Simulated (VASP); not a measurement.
# Pt (P-1) in VASP: single point with PBEsol

Aim: the single point of Pt with PBEsol.

Everything below comes from runs of VASP 6.6.1. Logs are shortened: lines on timing, memory, paths and dates and some standing lists are left out, and cuts for length are marked.

## Step 1: The cell of the first run

The typed cell holds 2 atoms: a = 2.725 Å, b = 2.725 Å, c = 4.707 Å, α = 90.00°, β = 90.00°, γ = 120.00°.

## Step 2: Single point, PBEsol (atoms moved at random)

File INCAR:

```
SYSTEM = Pt
ALGO = Fast
EDIFF = 1E-6
ENCUT = 520
GGA = PS
ISIF = 2
ISMEAR = 0
LASPH = .True.
LCHARG = .True.
LELF = .True.
LREAL = .False.
LVHAR = .True.
LWAVE = .False.
NBANDS = 17
NELM = 100
PREC = Accurate
SIGMA = 0.15
```

File KPOINTS:

```
k-points
0
Gamma
  12 12 8
  0 0 0
```

File POSCAR:

```
Pt
1.0
    2.7251696198      0.0000000000      0.0000000000
   -1.3625848099      2.3600661203      0.0000000000
    0.0000000000      0.0000000000      4.7068056324
Pt
2
Direct
    0.7240702682      0.4346817484      0.7595528059
    0.2759297318      0.5653182516      0.2404471941
```

Potentials or basis: VASP PAW PBE potentials, release 64 (Pt).

Run with:

```bash
> cat potpaw_PBE.64/Pt/POTCAR > POTCAR
> mpirun -np 1 vasp_std > vasp.out
```

OUTCAR:

```text
SYSTEM = Pt
   EDIFF = 1E-6
   ENCUT = 520
   GGA = PS
   ISIF = 2
   ISMEAR = 0
   LASPH = .True.
   LREAL = .False.
   NELM = 100
   PREC = Accurate

 ion  position               nearest neighbor table
   1  0.724  0.435  0.760-   2 2.64   2 2.68   2 2.80   2 2.83   2 3.06   2 3.19
   2  0.276  0.565  0.240-   1 2.64   1 2.68   1 2.80   1 2.83   1 3.06   1 3.19

  LATTYP: Found a hexagonal cell.
 ALAT       =     2.7251696198
 C/A-ratio  =     1.7271606135

  Lattice vectors:

 A1 = (   2.7251696198,   0.0000000000,   0.0000000000)
 A2 = (  -1.3625848099,   2.3600661203,   0.0000000000)
 A3 = (   0.0000000000,   0.0000000000,   4.7068056324)

Analysis of symmetry for initial positions (statically):
=====================================================================
 Subroutine PRICEL returns:
 Original cell was already a primitive cell.

 Routine SETGRP: Setting up the symmetry group for a
 hexagonal supercell.

 Subroutine GETGRP returns: Found  2 space group operations
 (whereof  2 operations were pure point group operations)
 out of a pool of 24 trial point group operations.

The static configuration has the point symmetry S_2 .

Analysis of symmetry for dynamics (positions and initial velocities):
=====================================================================
 Subroutine PRICEL returns:
 Original cell was already a primitive cell.

 Routine SETGRP: Setting up the symmetry group for a
 hexagonal supercell.

 Subroutine GETGRP returns: Found  2 space group operations
 (whereof  2 operations were pure point group operations)
 out of a pool of 24 trial point group operations.

The dynamic configuration has the point symmetry S_2 .

 Subroutine INISYM returns: Found  2 space group operations
 (whereof  2 operations are pure point group operations),
 and found     1 'primitive' translations

----------------------------------------------------------------------------------------

                                     Primitive cell

  volume of cell :      30.2722

  direct lattice vectors                    reciprocal lattice vectors
     2.725169620  0.000000000  0.000000000     0.366949636  0.211858471  0.000000000
    -1.362584810  2.360066120  0.000000000     0.000000000  0.423716942  0.000000000
     0.000000000  0.000000000  4.706805632     0.000000000  0.000000000  0.212458316

  length of vectors
     2.725169620  2.725169620  4.706805632     0.423716942  0.423716942  0.212458316

  position of ions in fractional coordinates (direct lattice)
     0.724070268  0.434681748  0.759552806
     0.275929732  0.565318252  0.240447194

  ion indices of the primitive-cell ions
   primitive index   ion index
                 1           1
                 2           2

----------------------------------------------------------------------------------------

 KPOINTS: k-points

Automatic generation of k-mesh.
 Grid dimensions read from file:
 generate k-points for:   12   12    8

 Generating k-lattice:

  Cartesian coordinates                     Fractional coordinates (reciprocal lattice)
     0.030579136  0.017654873  0.000000000     0.083333333  0.000000000  0.000000000
     0.000000000  0.035309745  0.000000000     0.000000000  0.083333333  0.000000000
     0.000000000  0.000000000  0.026557290     0.000000000  0.000000000  0.125000000

  Length of vectors
     0.035309745  0.035309745  0.026557290

  Shift w.r.t. Gamma in fractional coordinates (k-lattice)
     0.000000000  0.000000000  0.000000000

 Subroutine IBZKPT returns following result:
 ===========================================

 Found    580 irreducible k-points:

 Following reciprocal coordinates:
            Coordinates               Weight
  0.000000  0.000000  0.000000      1.000000
  0.083333  0.000000  0.000000      2.000000
  0.000000  0.083333  0.000000      2.000000
 -0.083333  0.083333  0.000000      2.000000
  0.166667  0.000000  0.000000      2.000000
  0.000000  0.166667  0.000000      2.000000
[... 16 lines left out ...]
  0.166667  0.083333  0.000000      2.000000
 -0.083333  0.250000  0.000000      2.000000
 [... further k-points ...]
   k-points           NKPTS =    580   k-points in BZ     NKDIM =    580   number of bands    NBANDS=     17
   number of dos      NEDOS =    301   number of ions     NIONS =      2
   total plane-waves  NPLWV =  14400
   dimension x,y,z NGX =    20 NGY =   20 NGZ =   36
   dimension x,y,z NGXF=    40 NGYF=   40 NGZF=   72
   ions per type =               2
   NGX,Y,Z   is equivalent  to a cutoff of  12.20, 12.20, 12.72 a.u.
   NGXF,Y,Z  is equivalent  to a cutoff of  24.40, 24.40, 25.43 a.u.
 SYSTEM =  Pt
   PREC   = accura    normal or accurate (medium, high low for compatibility)
   ISTART =      0    job   : 0-new  1-cont  2-samecut
   ICHARG =      2    charge: 1-file 2-atom 10-const
   ISPIN  =      1    spin polarized calculation?
   LNONCOLLINEAR =      F non collinear calculations
   LSORBIT =      F    spin-orbit coupling
   LASPH  =      T    aspherical Exc in radial PAW
   ENCUT  =  520.0 eV  38.22 Ry    6.18 a.u.   5.07  5.07  8.75*2*pi/ulx,y,z
   NELM   =    100;   NELMIN=  2; NELMDL= -5     # of ELM steps
   EDIFF  = 0.1E-05   stopping-criterion for ELM
   LREAL  =      F    real-space projection
   EDIFFG = 0.1E-04   stopping-criterion for IOM
   NSW    =      0    number of steps for IOM
   IBRION =     -1    ionic relax: 0-MD 1-quasi-New 2-CG
   NFREE  =      0    steps in history (QN), initial steepest desc. (CG)
   ISIF   =      2    stress and relaxation
   ISYM   =      2    0-nonsym 1-usesym 2-fastsym
   POTIM  = 0.5000    time-step for ionic-motion
   TEBEG  =    0.0;   TEEND  =   0.0 temperature during run
   PSTRESS=    0.0 pullay stress
   NELECT =      20.0000    total number of electrons
   NUPDOWN=      -1.0000    fix difference up-down
   EMIN   =  10.00;   EMAX   =-10.00  energy-range for DOS
   EFERMI =   0.00;   METHOD = LEGACY
   ISMEAR =     0;   SIGMA  =   0.15  broadening in eV -4-tet -1-fermi 0-gaus
   EFERMI_NEDOS =   21; number of points for ismear=-14 and -15
   IALGO  =     68    algorithm
   IMIX   =      4    mixing-type and parameters
     AMIX     =   0.40;   BMIX     =  1.00
     AMIX_MAG =   1.60;   BMIX_MAG =  1.00
  volume/ion in A,a.u.               =      15.14       102.14
  Fermi-wavevector in a.u.,A,eV,Ry     =   1.425838  2.694443 27.660833  2.033014
  Thomas-Fermi vector in A             =   2.546179
   LORBIT       =      0    0 simple, 1 ext, 2 COOP (PROOUT), +10 PAW based schemes
   GGA     = PS    functional components
   LHFCALC =     F    Hartree Fock is set to
   AEXX    =    0.0000 exact exchange contribution
   IVDW    =     0    specifies the selected vdW correction
   LEPSILON=     F    determine dielectric tensor
   LRPA    =     F    only Hartree local field effects (RPA)
 non-spin polarized calculation
 RMM-DIIS sequential band-by-band and
 Gauss-broadening in eV      SIGMA  =   0.15
  energy-cutoff  :      520.00
  volume of cell :       30.27
 maximum number of plane-waves:       832
   NGX = 11   NGY = 11   NGZ = 17

 number of electron      20.0000000 magnetization

 Free energy of the ion-electron system (eV)
  ---------------------------------------------------
  ext. energy  EPLUGINS =         0.00000000
  ---------------------------------------------------
  free energy    TOTEN  =       -13.83285092 eV

  energy without entropy =      -13.80410196  energy(sigma->0) =      -13.81847644

 E-fermi :  11.0083     XC(G=0): -13.5924

 val. band max:       11.0074869646   @ k =  -0.4167   0.4167   0.3750
 cond. band min:      11.0087299822   @ k =   0.0000  -0.4167   0.1250
 fundamental gap:      0.0012430176
 Fermi energy:        11.0083186993

 k-point     1 :       0.0000    0.0000    0.0000
  band No.  band energies     occupation
      1       0.7629      2.00000
      2       3.4776      2.00000
      3       6.2215      2.00000
      4       7.1595      2.00000
      5       7.6185      2.00000
      6       7.8135      2.00000
[... 9 lines left out ...]
     16      27.1393      0.00000
     17      30.9348      0.00000

 k-point     2 :       0.0833    0.0000    0.0000
  band No.  band energies     occupation
      1       1.0258      2.00000
      2       3.7331      2.00000
      3       6.2833      2.00000
      4       7.0626      2.00000
      5       7.7538      2.00000
      6       7.8448      2.00000
[... 9 lines left out ...]
     16      27.5272      0.00000
     17      30.0494      0.00000

 k-point     3 :       0.0000    0.0833    0.0000
  band No.  band energies     occupation
      1       1.0142      2.00000
      2       3.6847      2.00000
      3       6.2743      2.00000
      4       7.3628      2.00000
      5       7.5199      2.00000
      6       7.7258      2.00000
[... 9 lines left out ...]
     16      27.1489      0.00000
     17      30.2740      0.00000

 k-point     4 :      -0.0833    0.0833    0.0000
  band No.  band energies     occupation
      1       1.0254      2.00000
      2       3.7318      2.00000
      3       6.2890      2.00000
      4       7.0671      2.00000
      5       7.7507      2.00000
      6       7.7926      2.00000
[... 9 lines left out ...]
     16      27.5234      0.00000
     17      29.9817      0.00000
[... 343 lines left out ...]
      1       1.5403      2.00000
      2       4.2410      2.00000
      3       6.3878      2.00000
      4       6.8678      2.00000
      5       7.5441      2.00000
      6       7.7380      2.00000
[... 9 lines left out ...]
     16      28.5011      0.00000
     17      28.7393      0.00000

 k-point    23 :       0.1667    0.0833    0.0000
  band No.  band energies     occupation
      1       2.4269      2.00000
      2       4.8831      2.00000
      3       6.0942      2.00000
      4       6.5969      2.00000
      5       6.7651      2.00000
      6       7.4925      2.00000
[... 9 lines left out ...]
     16      28.4333      0.00000
     17      28.9215      0.00000

 k-point    24 :      -0.0833    0.2500    0.0000
  band No.  band energies     occupation
      1       2.3486      2.00000
      2       4.5827      2.00000
      3       6.2269      2.00000
      4       6.5104      2.00000
      5       7.1157      2.00000
      6       7.6445      2.00000
[... 9 lines left out ...]
     16      27.8731      0.00000
     17      29.7552      0.00000

 [... further k-points ...]

------------------------ aborting loop because EDIFF is reached ----------------------------------------

  FORCE on cell =-STRESS in cart. coord.  units (eV):
  Direction    XX          YY          ZZ          XY          YZ          ZX
  --------------------------------------------------------------------------------------
  -------------------------------------------------------------------------------------
  Total        0.0579802      0.1874971      0.6872890      0.0555932      0.1550112      0.1157833
  in kB        3.0686427      9.9234176     36.3752531      2.9423108      8.2040743      6.1279144
  external PRESSURE =      16.4557712 kB  Pullay stress =       0.0000000 kB

 VOLUME and BASIS-vectors are now :
 -----------------------------------------------------------------------------
  energy-cutoff  :      520.00
  volume of cell :       30.27
      direct lattice vectors                 reciprocal lattice vectors
     2.725169620  0.000000000  0.000000000     0.366949636  0.211858471  0.000000000
    -1.362584810  2.360066120  0.000000000     0.000000000  0.423716942  0.000000000
     0.000000000  0.000000000  4.706805632     0.000000000  0.000000000  0.212458316

 POSITION                                       TOTAL-FORCE (eV/Angst)
 -----------------------------------------------------------------------------------
      1.38092      1.02588      3.57507        -0.114968      0.181094     -1.168611
     -0.01834      1.33419      1.13174         0.114968     -0.181094      1.168611
 -----------------------------------------------------------------------------------
    total drift:                                0.000000     -0.000000     -0.000000

  FREE ENERGIE OF THE ION-ELECTRON SYSTEM (eV)
  ---------------------------------------------------
  free  energy   TOTEN  =       -13.8328509217 eV

  energy  without entropy=      -13.8041019632  energy(sigma->0) =      -13.81847644
```

It took 3.1 min on 1 thread of Intel Xeon 6975P-C, shared host; peak memory 0.34 GiB.

What came out:

```yaml
Free_energy: -13.8329 eV
Pressure: 1.6 GPa
Largest_force: 1.188 eV/Å
Band_gap_on_the_k_mesh: zero (band 10 reaches 11.58 eV, above the bottom of band 11 at 9.90 eV)
```

Forces in eV/Å, atoms in the order of the input:
```
Pt  -0.115  0.181 -1.169
Pt   0.115 -0.181  1.169
```

Stress tensor (GPa, compression positive):
```
0.31 0.29 0.61
0.29 0.99 0.82
0.61 0.82 3.64
```

Caveat: the cell differs from its parent crystal (atoms moved at random); the PAW data sets were made with another functional, which shifts forces and pressure a little; spin-orbit coupling is left out, which moves the levels of the heavy elements.
